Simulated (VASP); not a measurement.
Crystal: Os.

```
CELL_PARAMETERS angstrom
2.71752 0.00000 0.00000
-1.35876 2.35345 0.00000
0.00000 0.00000 4.28446
ATOMIC_POSITIONS crystal
Os 0.33333 0.66667 0.25000
Os 0.66667 0.33333 0.75000
```

Base run:

| Item | Value |
| --- | --- |
| Program | VASP 6.6.1 |
| Functional | LDA |
| Potentials or basis | VASP PAW LDA potentials, release 64 (Os) |
| Cutoff | 520 eV |
| k mesh | 13 × 13 × 8 |
| Occupations | fermi-dirac, width 1 eV |
| Spin | no spin polarisation |

Its results: band gap on the k mesh zero (band 8 reaches 11.99 eV, above the bottom of band 9 at 8.01 eV); pressure 26.0 GPa.

**Question.** The run is repeated on the same cell with these changes: occupations from fermi-dirac, width 1 eV to fermi-dirac, width 0.03 eV. What comes out?

**Answer.** Band gap on the k mesh zero (band 8 reaches 11.84 eV, above the bottom of band 9 at 7.90 eV); pressure 0.9 GPa.

Caveats: spin-orbit coupling is left out, which moves the levels of the heavy elements.
